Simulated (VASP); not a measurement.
# SnO2 (R-3m) in VASP: single point with PBEsol

Aim: the single point of SnO2 with PBEsol.

Program: VASP 6.6.1. These are calculated values, not measurements. Logs are shortened: lines on timing, memory, paths and dates and some standing lists are left out, and cuts for length are marked.

## (1) The cell of the first run

The structure is trigonal, space group R-3m (No. 166). The conventional cell has a = 3.234 Å, b = 3.234 Å, c = 14.402 Å, α = 90.00°, β = 90.00°, γ = 120.00°. Sn (site symmetry -3m) has 6 O at 2.13 Å within 2.8 Å. Within 2.8 Å of O (site symmetry 3m) lie 3 Sn at 2.13 Å and 3 O at 2.76 Å.

## (2) Single point, PBEsol

INCAR reads:

```
  PREC = Accurate
  ENCUT = 520
  EDIFF = 1E-7
  ISMEAR = 0
  SIGMA = 0.05
  LREAL = F
  LASPH = T
  NELM = 60
  ALGO = Normal
  ISIF = 2
  LWAVE = F
  LCHARG = F
  GGA = PS
  NBANDS = 20
```

KPOINTS reads:

```
regular mesh
0
Gamma
  12 12 12
```

POSCAR reads:

```
SnO2
1.0
    1.6170930752      0.9336291223      4.8005925840
   -1.6170930752      0.9336291223      4.8005925840
    0.0000000000     -1.8672582446      4.8005925840
Sn O
1 2
Direct
    0.5000000000      0.5000000000      0.5000000000
    0.2371700000      0.2371700000      0.2371700000
    0.7628300000      0.7628300000      0.7628300000
```

Potentials or basis: VASP PAW PBE potentials, release 64 (Sn_d, O).

Command:

```bash
> cat potpaw_PBE.64/Sn_d/POTCAR potpaw_PBE.64/O/POTCAR > POTCAR
> mpirun -np 1 vasp_std > vasp.out
```

OUTCAR:

```text
PREC = Accurate
   ENCUT = 520
   EDIFF = 1E-7
   ISMEAR = 0
   LREAL = F
   LASPH = T
   NELM = 60
   ISIF = 2
   GGA = PS

 ion  position               nearest neighbor table
   1  0.500  0.500  0.500-   2 2.13   2 2.13   3 2.13   3 2.13   2 2.13   3 2.13
   2  0.237  0.237  0.237-   1 2.13   1 2.13   1 2.13
   3  0.763  0.763  0.763-   1 2.13   1 2.13   1 2.13

  LATTYP: Found a trigonal (rhomboedric) cell.
 ALAT       =     5.1509554948
 COS(alpha) =     0.8028828391

  Lattice vectors:

 A1 = (   1.6170930752,   0.9336291223,   4.8005925840)
 A2 = (  -1.6170930752,   0.9336291223,   4.8005925840)
 A3 = (   0.0000000000,  -1.8672582446,   4.8005925840)

Analysis of symmetry for initial positions (statically):
=====================================================================
 Subroutine PRICEL returns:
 Original cell was already a primitive cell.

 Routine SETGRP: Setting up the symmetry group for a
 trigonal (rhombohedral) supercell.

 Subroutine GETGRP returns: Found 12 space group operations
 (whereof 12 operations were pure point group operations)
 out of a pool of 12 trial point group operations.

The static configuration has the point symmetry D_3d.

Analysis of symmetry for dynamics (positions and initial velocities):
=====================================================================
 Subroutine PRICEL returns:
 Original cell was already a primitive cell.

 Routine SETGRP: Setting up the symmetry group for a
 trigonal (rhombohedral) supercell.

 Subroutine GETGRP returns: Found 12 space group operations
 (whereof 12 operations were pure point group operations)
 out of a pool of 12 trial point group operations.

The dynamic configuration has the point symmetry D_3d.

 Subroutine INISYM returns: Found 12 space group operations
 (whereof 12 operations are pure point group operations),
 and found     1 'primitive' translations

----------------------------------------------------------------------------------------

                                     Primitive cell

  volume of cell :      43.4866

  direct lattice vectors                    reciprocal lattice vectors
     1.617093075  0.933629122  4.800592584     0.309196797  0.178514854  0.069435872
    -1.617093075  0.933629122  4.800592584    -0.309196797  0.178514854  0.069435872
     0.000000000 -1.867258245  4.800592584     0.000000000 -0.357029708  0.069435872

  length of vectors
     5.150955495  5.150955495  5.150955495     0.363719058  0.363719058  0.363719058

  position of ions in fractional coordinates (direct lattice)
     0.500000000  0.500000000  0.500000000
     0.237170000  0.237170000  0.237170000
     0.762830000  0.762830000  0.762830000

  ion indices of the primitive-cell ions
   primitive index   ion index
                 1           1
                 2           2
                 3           3

----------------------------------------------------------------------------------------

 KPOINTS: regular mesh

Automatic generation of k-mesh.
 Grid dimensions read from file:
 generate k-points for:   12   12   12

 Generating k-lattice:

  Cartesian coordinates                     Fractional coordinates (reciprocal lattice)
     0.025766400  0.014876238  0.005786323     0.083333333  0.000000000 -0.000000000
    -0.025766400  0.014876238  0.005786323     0.000000000  0.083333333 -0.000000000
     0.000000000 -0.029752476  0.005786323    -0.000000000 -0.000000000  0.083333333

  Length of vectors
     0.030309921  0.030309921  0.030309921

  Shift w.r.t. Gamma in fractional coordinates (k-lattice)
     0.000000000  0.000000000  0.000000000

 Subroutine IBZKPT returns following result:
 ===========================================

 Found    189 irreducible k-points:

 Following reciprocal coordinates:
            Coordinates               Weight
  0.000000  0.000000  0.000000      1.000000
  0.083333 -0.000000  0.000000      6.000000
  0.166667  0.000000  0.000000      6.000000
  0.250000  0.000000  0.000000      6.000000
  0.333333 -0.000000  0.000000      6.000000
  0.416667  0.000000  0.000000      6.000000
[... 16 lines left out ...]
  0.500000  0.166667  0.000000     12.000000
 -0.416667  0.166667  0.000000     12.000000
 [... further k-points ...]
   k-points           NKPTS =    189   k-points in BZ     NKDIM =    189   number of bands    NBANDS=     20
   number of dos      NEDOS =    301   number of ions     NIONS =      3
   total plane-waves  NPLWV =  64000
   dimension x,y,z NGX =    40 NGY =   40 NGZ =   40
   dimension x,y,z NGXF=    80 NGYF=   80 NGZF=   80
   ions per type =               1   2
   NGX,Y,Z   is equivalent  to a cutoff of  12.91, 12.91, 12.91 a.u.
   NGXF,Y,Z  is equivalent  to a cutoff of  25.82, 25.82, 25.82 a.u.
 SYSTEM =  unknown system
   PREC   = accura    normal or accurate (medium, high low for compatibility)
   ISTART =      0    job   : 0-new  1-cont  2-samecut
   ICHARG =      2    charge: 1-file 2-atom 10-const
   ISPIN  =      1    spin polarized calculation?
   LNONCOLLINEAR =      F non collinear calculations
   LSORBIT =      F    spin-orbit coupling
   LASPH  =      T    aspherical Exc in radial PAW
   ENCUT  =  520.0 eV  38.22 Ry    6.18 a.u.   9.58  9.58  9.58*2*pi/ulx,y,z
   NELM   =     60;   NELMIN=  2; NELMDL= -5     # of ELM steps
   EDIFF  = 0.1E-06   stopping-criterion for ELM
   LREAL  =      F    real-space projection
   EDIFFG = 0.1E-05   stopping-criterion for IOM
   NSW    =      0    number of steps for IOM
   IBRION =     -1    ionic relax: 0-MD 1-quasi-New 2-CG
   NFREE  =      0    steps in history (QN), initial steepest desc. (CG)
   ISIF   =      2    stress and relaxation
   ISYM   =      2    0-nonsym 1-usesym 2-fastsym
   POTIM  = 0.5000    time-step for ionic-motion
   TEBEG  =    0.0;   TEEND  =   0.0 temperature during run
   PSTRESS=    0.0 pullay stress
   NELECT =      26.0000    total number of electrons
   NUPDOWN=      -1.0000    fix difference up-down
   EMIN   =  10.00;   EMAX   =-10.00  energy-range for DOS
   EFERMI =   0.00;   METHOD = LEGACY
   ISMEAR =     0;   SIGMA  =   0.05  broadening in eV -4-tet -1-fermi 0-gaus
   EFERMI_NEDOS =   21; number of points for ismear=-14 and -15
   IALGO  =     38    algorithm
   IMIX   =      4    mixing-type and parameters
     AMIX     =   0.40;   BMIX     =  1.00
     AMIX_MAG =   1.60;   BMIX_MAG =  1.00
  volume/ion in A,a.u.               =      14.50        97.82
  Fermi-wavevector in a.u.,A,eV,Ry     =   1.379158  2.606231 25.879336  1.902078
  Thomas-Fermi vector in A             =   2.504154
   LORBIT       =      0    0 simple, 1 ext, 2 COOP (PROOUT), +10 PAW based schemes
   GGA     = PS    functional components
   LHFCALC =     F    Hartree Fock is set to
   AEXX    =    0.0000 exact exchange contribution
   IVDW    =     0    specifies the selected vdW correction
   LEPSILON=     F    determine dielectric tensor
   LRPA    =     F    only Hartree local field effects (RPA)
 non-spin polarized calculation
 Gauss-broadening in eV      SIGMA  =   0.05
  energy-cutoff  :      520.00
  volume of cell :       43.49
 maximum number of plane-waves:      1188
 NGX is ok and might be reduce to    40
   NGX = 19   NGY = 19   NGZ = 19

 number of electron      26.0000004 magnetization

 Free energy of the ion-electron system (eV)
  ---------------------------------------------------
  ext. energy  EPLUGINS =         0.00000000
  ---------------------------------------------------
  free energy    TOTEN  =       -19.29711059 eV

  energy without entropy =      -19.29711059  energy(sigma->0) =      -19.29711059

 E-fermi :   3.4033     XC(G=0): -10.2191

 val. band max:        3.1849703357   @ k =  -0.1667   0.1667   0.0000
 cond. band min:       5.0303130175   @ k =   0.0000   0.0000   0.0000
 fundamental gap:      1.8453426818
 Fermi energy:         3.4033282674

 k-point     1 :       0.0000    0.0000    0.0000
  band No.  band energies     occupation
      1     -16.7290      2.00000
      2     -16.5109      2.00000
      3     -16.5109      2.00000
      4     -16.3268      2.00000
      5     -16.3268      2.00000
      6     -14.6961      2.00000
[... 12 lines left out ...]
     19      20.1564      0.00000
     20      20.1564      0.00000

 k-point     2 :       0.0833   -0.0000    0.0000
  band No.  band energies     occupation
      1     -16.7027      2.00000
      2     -16.5640      2.00000
      3     -16.4963      2.00000
      4     -16.3417      2.00000
      5     -16.3271      2.00000
      6     -14.6474      2.00000
[... 12 lines left out ...]
     19      18.5650      0.00000
     20      20.1958      0.00000

 k-point     3 :       0.1667    0.0000    0.0000
  band No.  band energies     occupation
      1     -16.7487      2.00000
      2     -16.5971      2.00000
      3     -16.4605      2.00000
      4     -16.3666      2.00000
      5     -16.3233      2.00000
      6     -14.4947      2.00000
[... 12 lines left out ...]
     19      17.2597      0.00000
     20      20.3511      0.00000

 k-point     4 :       0.2500    0.0000    0.0000
  band No.  band energies     occupation
      1     -16.9433      2.00000
      2     -16.5133      2.00000
      3     -16.4287      2.00000
      4     -16.3820      2.00000
      5     -16.3000      2.00000
      6     -14.2373      2.00000
[... 12 lines left out ...]
     19      16.3363      0.00000
     20      20.0836      0.00000

 k-point     5 :       0.3333   -0.0000    0.0000
  band No.  band energies     occupation
      1     -17.1248      2.00000
      2     -16.4712      2.00000
      3     -16.4194      2.00000
      4     -16.3575      2.00000
      5     -16.2530      2.00000
      6     -13.9125      2.00000
[... 12 lines left out ...]
     19      15.8609      0.00000
     20      18.5121      0.00000

 k-point     6 :       0.4167    0.0000    0.0000
  band No.  band energies     occupation
      1     -17.2479      2.00000
      2     -16.4734      2.00000
      3     -16.4209      2.00000
      4     -16.3121      2.00000
      5     -16.2096      2.00000
      6     -13.6169      2.00000
[... 12 lines left out ...]
     19      15.8958      0.00000
     20      17.2721      0.00000

 k-point     7 :       0.5000    0.0000    0.0000
  band No.  band energies     occupation
      1     -17.2910      2.00000
      2     -16.4771      2.00000
      3     -16.4223      2.00000
      4     -16.2938      2.00000
      5     -16.1926      2.00000
      6     -13.4915      2.00000
[... 12 lines left out ...]
     19      16.3013      0.00000
     20      16.4958      0.00000
[... 277 lines left out ...]
 k-point    20 :       0.2500    0.1667    0.0000
  band No.  band energies     occupation
      1     -16.8397      2.00000
      2     -16.5943      2.00000
      3     -16.4245      2.00000
      4     -16.3797      2.00000
      5     -16.3111      2.00000
      6     -14.3225      2.00000
[... 12 lines left out ...]
     19      16.5393      0.00000
     20      19.9118      0.00000

 k-point    21 :       0.3333    0.1667   -0.0000
  band No.  band energies     occupation
      1     -16.9524      2.00000
      2     -16.6049      2.00000
      3     -16.4018      2.00000
      4     -16.3938      2.00000
      5     -16.2766      2.00000
      6     -14.0221      2.00000
[... 12 lines left out ...]
     19      16.3979      0.00000
     20      18.8902      0.00000

 k-point    22 :       0.4167    0.1667    0.0000
  band No.  band energies     occupation
      1     -17.0682      2.00000
      2     -16.6042      2.00000
      3     -16.4153      2.00000
      4     -16.3748      2.00000
      5     -16.2490      2.00000
      6     -13.6320      2.00000
[... 12 lines left out ...]
     19      16.6014      0.00000
     20      17.7937      0.00000

 k-point    23 :       0.5000    0.1667    0.0000
  band No.  band energies     occupation
      1     -17.1527      2.00000
      2     -16.6028      2.00000
      3     -16.4313      2.00000
      4     -16.3343      2.00000
      5     -16.2493      2.00000
      6     -13.2648      2.00000
[... 12 lines left out ...]
     19      16.8469      0.00000
     20      16.9958      0.00000

 k-point    24 :      -0.4167    0.1667    0.0000
  band No.  band energies     occupation
      1     -17.1830      2.00000
      2     -16.6028      2.00000
      3     -16.4376      2.00000
      4     -16.3033      2.00000
      5     -16.2647      2.00000
      6     -13.1084      2.00000
[... 12 lines left out ...]
     19      16.2341      0.00000
     20      17.2540      0.00000

 [... further k-points ...]

------------------------ aborting loop because EDIFF is reached ----------------------------------------

  FORCE on cell =-STRESS in cart. coord.  units (eV):
  Direction    XX          YY          ZZ          XY          YZ          ZX
  --------------------------------------------------------------------------------------
  -------------------------------------------------------------------------------------
  Total       -1.3883402     -1.3883402     -0.9778276      0.0000000     -0.0000000      0.0000000
  in kB      -51.1506291    -51.1506291    -36.0261083      0.0000000     -0.0000000      0.0000000
  external PRESSURE =     -46.1091222 kB  Pullay stress =       0.0000000 kB

 VOLUME and BASIS-vectors are now :
 -----------------------------------------------------------------------------
  energy-cutoff  :      520.00
  volume of cell :       43.49
      direct lattice vectors                 reciprocal lattice vectors
     1.617093075  0.933629122  4.800592584     0.309196797  0.178514854  0.069435872
    -1.617093075  0.933629122  4.800592584    -0.309196797  0.178514854  0.069435872
     0.000000000 -1.867258245  4.800592584     0.000000000 -0.357029708  0.069435872

 POSITION                                       TOTAL-FORCE (eV/Angst)
 -----------------------------------------------------------------------------------
      0.00000      0.00000      7.20089        -0.000000      0.000000      0.000000
      0.00000      0.00000      3.41567         0.000000      0.000000     -0.346785
      0.00000      0.00000     10.98611         0.000000     -0.000000      0.346785
 -----------------------------------------------------------------------------------
    total drift:                                0.000000      0.000000      0.000000

  FREE ENERGIE OF THE ION-ELECTRON SYSTEM (eV)
  ---------------------------------------------------
  free  energy   TOTEN  =       -19.2971105869 eV

  energy  without entropy=      -19.2971105869  energy(sigma->0) =      -19.29711059
```

Wall time 8.1 min (1 thread of Intel Xeon 8259CL, shared host); peak memory 0.34 GiB.

What came out:

- Free energy: -19.2971 eV
- Pressure: -4.6 GPa
- Largest force: 0.347 eV/Å
- Band gap on the k mesh: 1.85 eV (least direct gap 1.97 eV)

Forces in eV/Å, atoms in the order of the input:
```
Sn   0.000  0.000  0.000
O    0.000  0.000 -0.347
O    0.000  0.000  0.347
```

Levels at points of the mesh, in eV from the valence-band top:
```csv
k point,band 9,band 10,band 11,band 12,band 13,band 14,band 15,band 16,band 17,band 18
"(0.00, 0.00, 0.00)",-1.28,-1.28,-0.90,-0.90,-0.12,1.85,5.57,10.87,10.87,11.55
"(0.50, 0.00, 0.00)",-4.18,-2.97,-1.48,-0.60,-0.56,5.23,7.58,9.92,12.14,12.53
"(0.50, 0.50, 0.00)",-4.41,-3.06,-1.15,-0.46,-0.02,4.96,6.77,10.58,11.15,12.41
"(0.50, 0.50, 0.50)",-1.35,-1.35,-1.28,-0.85,-0.85,3.11,5.52,11.05,11.05,11.97
```

Caveat: the cell stands under tension; the PAW data sets were made with another functional, which shifts forces and pressure a little; spin-orbit coupling is left out, which moves the levels of the heavy elements.
